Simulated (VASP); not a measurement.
# H3CCl in VASP: a series of runs

Runs on H3CCl. Level: PBE+D3(BJ). Tasks: single point, relaxation of the atoms.

Everything below comes from runs of VASP 6.6.1. Logs are shortened: lines on timing, memory, paths and dates and some standing lists are left out, and cuts for length are marked.

## (1) The cell of the first run

The cell holds a disordered packing, 40 atoms: a = 8.717 Å, b = 8.717 Å, c = 8.717 Å, α = 90.00°, β = 90.00°, γ = 90.00°.

## (2) Single point, PBE+D3(BJ)

INCAR reads:

```
ALGO     = Normal         # electronic algorithm
EDIFF    = 1E-7           # SCF threshold, eV
ENCUT    = 520            # plane-wave cutoff, eV
GGA      = PE             # functional
ISIF     = 2              # what is computed and relaxed
ISMEAR   = -1             # smearing method
IVDW     = 12             # dispersion correction
LASPH    = True           # aspherical terms in the spheres
LCHARG   = False          # write CHGCAR
LREAL    = Auto         
LWAVE    = False          # write WAVECAR
NBANDS   = 82             # bands
NELM     = 60             # most SCF steps
PREC     = Accurate       # precision mode
SIGMA    = 0.05           # smearing width, eV
```

KPOINTS reads:

```
k-points
0
Gamma
  1 1 1
```

POSCAR reads:

```
H3CCl
1.0
    8.7171280000      0.0000000000      0.0000000000
    0.0000000000      8.7171280000      0.0000000000
    0.0000000000      0.0000000000      8.7171280000
C Cl H
8 8 24
Direct
    0.8928858220      0.8752309247      0.8796360453
    0.5244846697      0.3703513359      0.6106483695
    0.4022769885      0.9546378119      0.6973512377
    0.5948633541      0.2223209296      0.0130432867
    0.5019887284      0.7275676117      0.2675651889
    1.0154261817      0.4281570719      0.0767798752
    0.2532944337      0.1896037319      0.2735419280
    0.0630827034      0.6616972930      0.4405923602
    0.9582513874      0.9224138960      1.0692168338
    0.3872720465      0.4973656461      0.6865908129
    0.2970359045      1.0451951606      0.8453013424
    0.6504321148      0.1976338996      0.2123061632
    0.3997417498      0.6578886991      0.0940906225
    0.9080054807      0.4562970740     -0.1006868317
    0.1685876357      0.2227224379      0.4564691490
    0.0561767591      0.8674187186      0.4783800353
    0.8713420292      0.9791527668      0.8079610624
    0.9778679400      0.8050013720      0.8267287116
    0.7951472090      0.8078807607      0.8926449170
    0.6193897807      0.4364396164      0.5675722554
    0.5527279168      0.3019113635      0.7079969458
    0.4753515149      0.3004544616      0.5222821094
    0.5235669363      0.9820436272      0.7116334646
    0.3914362620      0.8329463557      0.7117481813
    0.3672884005      0.9756883230      0.5796519221
    0.5724706578      0.3498858798     -0.0106571798
    0.6924298920      0.1844988395     -0.0521502036
    0.4914003787      0.1550395956     -0.0057358341
    0.4358316179      0.7125397264      0.3745499665
    0.6018954867      0.6570053807      0.2617375815
    0.5139880933      0.8511289498      0.2482239563
    1.0199001322      0.3029782286      0.1146707952
    1.1225486192      0.4747091014      0.0468617646
    0.9742199495      0.4976524378      0.1632991967
    0.2459984527      0.3000070665      0.2118472965
    0.3804693472      0.1603968647      0.2978733363
    0.1827780893      0.1036235788      0.2234910397
    0.1391169202      0.6219364910      0.3457904943
    0.1010195101      0.6075969058      0.5460514059
   -0.0610522181      0.6401076134      0.4053284522
```

Potentials or basis: VASP PAW PBE potentials, release 64 (C, Cl, H).

Started as:

```console
cat potpaw_PBE.64/C/POTCAR potpaw_PBE.64/Cl/POTCAR potpaw_PBE.64/H/POTCAR > POTCAR
mpirun -np 1 vasp_gam > vasp.out
```

OUTCAR:

```text
EDIFF = 1E-7
   ENCUT = 520
   GGA = PE
   ISIF = 2
   ISMEAR = -1
   IVDW = 12
   LASPH = True
   LREAL = Auto
   NELM = 60
   PREC = Accurate
 IVDW          = 12

 ion  position               nearest neighbor table
   1  0.893  0.875  0.880-  19 1.04  18 1.07  17 1.12   9 1.80
   2  0.524  0.370  0.611-  21 1.07  22 1.07  20 1.08  10 1.76
   3  0.402  0.955  0.697-  24 1.07  25 1.09  23 1.09  11 1.77
   4  0.595  0.222  0.013-  27 1.07  28 1.09  26 1.15  12 1.82
   5  0.502  0.728  0.268-  30 1.07  31 1.10  29 1.10  13 1.86
   6  0.015  0.428  0.077-  34 1.03  33 1.05  32 1.14  14 1.82
   7  0.253  0.190  0.274-  37 1.06  35 1.10  36 1.16  15 1.78
   8  0.063  0.662  0.441-  39 1.08  38 1.11  40 1.14  16 1.82
   9  0.958  0.922  0.069-   1 1.80
  10  0.387  0.497  0.687-   2 1.76
  11  0.297  0.045  0.845-   3 1.77
  12  0.650  0.198  0.212-   4 1.82
  13  0.400  0.658  0.094-   5 1.86
  14  0.908  0.456  0.899-   6 1.82
[... 24 lines left out ...]
  39  0.101  0.608  0.546-   8 1.08
  40  0.939  0.640  0.405-   8 1.14

  LATTYP: Found a simple cubic cell.
 ALAT       =     8.7171280000

  Lattice vectors:

 A1 = (   8.7171280000,   0.0000000000,   0.0000000000)
 A2 = (   0.0000000000,   8.7171280000,   0.0000000000)
 A3 = (   0.0000000000,   0.0000000000,   8.7171280000)

Analysis of symmetry for initial positions (statically):
=====================================================================
 Subroutine PRICEL returns:
 Original cell was already a primitive cell.

 Routine SETGRP: Setting up the symmetry group for a
 simple cubic supercell.

 Subroutine GETGRP returns: Found  1 space group operations
 (whereof  1 operations were pure point group operations)
 out of a pool of 48 trial point group operations.

The static configuration has the point symmetry C_1 .

Analysis of symmetry for dynamics (positions and initial velocities):
=====================================================================
 Subroutine PRICEL returns:
 Original cell was already a primitive cell.

 Routine SETGRP: Setting up the symmetry group for a
 simple cubic supercell.

 Subroutine GETGRP returns: Found  1 space group operations
 (whereof  1 operations were pure point group operations)
 out of a pool of 48 trial point group operations.

The dynamic configuration has the point symmetry C_1 .

 Subroutine INISYM returns: Found  1 space group operations
 (whereof  1 operations are pure point group operations),
 and found     1 'primitive' translations

----------------------------------------------------------------------------------------

                                     Primitive cell

  volume of cell :     662.3999

  direct lattice vectors                    reciprocal lattice vectors
     8.717128000  0.000000000  0.000000000     0.114716682  0.000000000  0.000000000
     0.000000000  8.717128000  0.000000000     0.000000000  0.114716682  0.000000000
     0.000000000  0.000000000  8.717128000     0.000000000  0.000000000  0.114716682

  length of vectors
     8.717128000  8.717128000  8.717128000     0.114716682  0.114716682  0.114716682

  position of ions in fractional coordinates (direct lattice)
     0.892885822  0.875230925  0.879636045
     0.524484670  0.370351336  0.610648369
     0.402276988  0.954637812  0.697351238
     0.594863354  0.222320930  0.013043287
     0.501988728  0.727567612  0.267565189
     0.015426182  0.428157072  0.076779875
[... 32 lines left out ...]
     0.101019510  0.607596906  0.546051406
     0.938947782  0.640107613  0.405328452

  ion indices of the primitive-cell ions
   primitive index   ion index
                 1           1
                 2           2
                 3           3
                 4           4
                 5           5
                 6           6
[... 32 lines left out ...]
                39          39
                40          40

----------------------------------------------------------------------------------------

 KPOINTS: k-points

Automatic generation of k-mesh.
 Grid dimensions read from file:
 generate k-points for:    1    1    1

 Generating k-lattice:

  Cartesian coordinates                     Fractional coordinates (reciprocal lattice)
     0.114716682  0.000000000  0.000000000     1.000000000  0.000000000  0.000000000
     0.000000000  0.114716682  0.000000000     0.000000000  1.000000000  0.000000000
     0.000000000  0.000000000  0.114716682     0.000000000  0.000000000  1.000000000

  Length of vectors
     0.114716682  0.114716682  0.114716682

  Shift w.r.t. Gamma in fractional coordinates (k-lattice)
     0.000000000  0.000000000  0.000000000

 Subroutine IBZKPT returns following result:
 ===========================================

 Found      1 irreducible k-points:

 Following reciprocal coordinates:
            Coordinates               Weight
  0.000000  0.000000  0.000000      1.000000
   k-points           NKPTS =      1   k-points in BZ     NKDIM =      1   number of bands    NBANDS=     82
   number of dos      NEDOS =    301   number of ions     NIONS =     40
   total plane-waves  NPLWV = 343000
   dimension x,y,z NGX =    70 NGY =   70 NGZ =   70
   dimension x,y,z NGXF=   140 NGYF=  140 NGZF=  140
   ions per type =               8   8  24
   NGX,Y,Z   is equivalent  to a cutoff of  13.35, 13.35, 13.35 a.u.
   NGXF,Y,Z  is equivalent  to a cutoff of  26.70, 26.70, 26.70 a.u.
 SYSTEM =  unknown system
   PREC   = accura    normal or accurate (medium, high low for compatibility)
   ISTART =      0    job   : 0-new  1-cont  2-samecut
   ICHARG =      2    charge: 1-file 2-atom 10-const
   ISPIN  =      1    spin polarized calculation?
   LNONCOLLINEAR =      F non collinear calculations
   LSORBIT =      F    spin-orbit coupling
   LASPH  =      T    aspherical Exc in radial PAW
   ENCUT  =  520.0 eV  38.22 Ry    6.18 a.u.  16.21 16.21 16.21*2*pi/ulx,y,z
   NELM   =     60;   NELMIN=  2; NELMDL= -5     # of ELM steps
   EDIFF  = 0.1E-06   stopping-criterion for ELM
   LREAL  =      T    real-space projection
   EDIFFG = 0.1E-05   stopping-criterion for IOM
   NSW    =      0    number of steps for IOM
   IBRION =     -1    ionic relax: 0-MD 1-quasi-New 2-CG
   NFREE  =      0    steps in history (QN), initial steepest desc. (CG)
   ISIF   =      2    stress and relaxation
   ISYM   =      2    0-nonsym 1-usesym 2-fastsym
   POTIM  = 0.5000    time-step for ionic-motion
   TEBEG  =    0.0;   TEEND  =   0.0 temperature during run
   PSTRESS=    0.0 pullay stress
   NELECT =     112.0000    total number of electrons
   NUPDOWN=      -1.0000    fix difference up-down
   EMIN   =  10.00;   EMAX   =-10.00  energy-range for DOS
   EFERMI =   0.00;   METHOD = LEGACY
   ISMEAR =    -1;   SIGMA  =   0.05  broadening in eV -4-tet -1-fermi 0-gaus
   EFERMI_NEDOS =   21; number of points for ismear=-14 and -15
   IALGO  =     38    algorithm
   IMIX   =      4    mixing-type and parameters
     AMIX     =   0.40;   BMIX     =  1.00
     AMIX_MAG =   1.60;   BMIX_MAG =  1.00
  volume/ion in A,a.u.               =      16.56       111.75
  Fermi-wavevector in a.u.,A,eV,Ry     =   0.905262  1.710696 11.149954  0.819499
  Thomas-Fermi vector in A             =   2.028808
   LORBIT       =      0    0 simple, 1 ext, 2 COOP (PROOUT), +10 PAW based schemes
   GGA     = PE    functional components
   LHFCALC =     F    Hartree Fock is set to
   AEXX    =    0.0000 exact exchange contribution
   IVDW    =    12    specifies the selected vdW correction
   LEPSILON=     F    determine dielectric tensor
   LRPA    =     F    only Hartree local field effects (RPA)
 non-spin polarized calculation
  energy-cutoff  :      520.00
  volume of cell :      662.40
 maximum number of plane-waves:      8923
 NGX is ok and might be reduce to    70
   NGX = 33   NGY = 33   NGZ = 33

 number of electron     111.9999994 magnetization

 Free energy of the ion-electron system (eV)
  ---------------------------------------------------
  ext. energy  EPLUGINS =         0.00000000
  ---------------------------------------------------
  free energy    TOTEN  =      -178.64233804 eV

  energy without entropy =     -178.64233804  energy(sigma->0) =     -178.64233804

 E-fermi :  -1.8504     XC(G=0):  -6.2431

 val. band max:       -3.0559983377   @ k =   0.0000   0.0000   0.0000
 cond. band min:       2.1017837229   @ k =   0.0000   0.0000   0.0000
 fundamental gap:      5.1577820606
 Fermi energy:        -1.8503568560

 k-point     1 :       0.0000    0.0000    0.0000
  band No.  band energies     occupation
      1     -18.0062      2.00000
      2     -17.8254      2.00000
      3     -17.7105      2.00000
      4     -17.5839      2.00000
      5     -17.5230      2.00000
      6     -17.4739      2.00000
[... 60 lines left out ...]
     67       4.1794      0.00000
     68       4.3376      0.00000
 [bands above 68 left out]

------------------------ aborting loop because EDIFF is reached ----------------------------------------

 Edisp (eV)   -1.92763

 E8    (eV) :    -0.5064

  FORCE on cell =-STRESS in cart. coord.  units (eV):
  Direction    XX          YY          ZZ          XY          YZ          ZX
  --------------------------------------------------------------------------------------
  -------------------------------------------------------------------------------------
  Total       4.48875    -0.73203    -2.08323     2.12107     2.24009    -2.54800
  in kB      10.85715    -1.77059    -5.03881     5.13033     5.41821    -6.16298
  external pressure =        1.35 kB  Pullay stress =        0.00 kB

 VOLUME and BASIS-vectors are now :
 -----------------------------------------------------------------------------
  energy-cutoff  :      520.00
  volume of cell :      662.40
      direct lattice vectors                 reciprocal lattice vectors
     8.717128000  0.000000000  0.000000000     0.114716682  0.000000000  0.000000000
     0.000000000  8.717128000  0.000000000     0.000000000  0.114716682  0.000000000
     0.000000000  0.000000000  8.717128000     0.000000000  0.000000000  0.114716682

 POSITION                                       TOTAL-FORCE (eV/Angst)
 -----------------------------------------------------------------------------------
      7.78340      7.62950      7.66790         0.889369      1.593121     -0.158267
      4.57200      3.22840      5.32310        -0.177124      0.308177      0.244845
      3.50670      8.32170      6.07890         0.727645     -0.267681      0.049889
      5.18550      1.93800      0.11370        -0.331252      1.693519      0.619594
      4.37590      6.34230      2.33240        -1.419451      0.281111     -0.729930
      0.13447      3.73230      0.66930        -0.246862     -2.384737     -1.468393
[... 32 lines left out ...]
      0.88060      5.29650      4.76000        -0.281597     -0.284637      0.233142
      8.18493      5.57990      3.53330         1.295866     -0.359849      0.599442
 -----------------------------------------------------------------------------------
    total drift:                                0.001741     -0.015734      0.018609

  FREE ENERGIE OF THE ION-ELECTRON SYSTEM (eV)
  ---------------------------------------------------
  free  energy   TOTEN  =      -180.5699684291 eV

  energy  without entropy=     -180.5699684290  energy(sigma->0) =     -180.56996843
```

It took 1.9 min on 1 thread of Intel Xeon Platinum 8559C (Emerald Rapids), shared host; peak memory 0.66 GiB.

What came out:

| Item | Value |
| --- | --- |
| Free energy | -180.5700 eV |
| Pressure | 0.1 GPa |
| Largest force | 2.811 eV/Å |
| Band gap on the k mesh | 5.16 eV |
| Dispersion energy per atom | -0.048 eV |

Forces on the atoms (eV/Å):
```
C    0.889  1.593 -0.158
C   -0.177  0.308  0.245
C    0.728 -0.268  0.050
C   -0.331  1.694  0.620
C   -1.419  0.281 -0.730
C   -0.247 -2.385 -1.468
C    1.847  0.992  0.988
C   -1.424  0.118 -0.783
Cl  -0.096  0.068 -0.158
Cl  -0.593  0.667  0.032
Cl  -0.478  0.064 -0.487
Cl   0.027  0.212 -0.262
Cl   0.004  0.208  0.851
Cl   0.018 -0.265  0.641
Cl  -0.323  0.324  0.495
Cl   0.550 -0.478 -0.388
H    0.172 -0.427  0.577
H    0.849 -0.347 -0.433
H   -1.819 -0.917  0.209
H    0.575  0.194 -0.137
H    0.691 -0.734  0.489
H   -0.430 -0.341 -0.563
H    0.157  0.209  0.012
H   -0.108 -0.870  0.324
H   -0.503  0.725 -0.045
H    0.244 -1.405  0.415
H    0.376 -0.259 -0.453
H    0.061 -0.062 -0.072
H   -0.081 -0.385 -0.428
H    0.979  0.014  0.360
H    0.540 -0.151 -0.028
H   -0.232  1.329 -0.737
H    1.686  0.118 -0.259
H   -1.395  1.256  1.609
H    0.230 -0.447 -0.002
H   -1.720  0.084 -0.721
H   -0.110 -0.921 -0.754
H   -0.151  0.848  0.315
H   -0.282 -0.285  0.233
H    1.296 -0.360  0.599
```

Levels at points of the mesh, in eV from the valence-band top:
```
           k point  band 52  band 53  band 54  band 55  band 56  band 57  band 58  band 59  band 60  band 61
(0.00, 0.00, 0.00)    -0.31    -0.26    -0.17    -0.04     0.00     5.16     5.53     5.58     5.91     5.97
```

Caveat: the k points lie up to 0.72 Å⁻¹ apart.

[end of part 1 of 2]
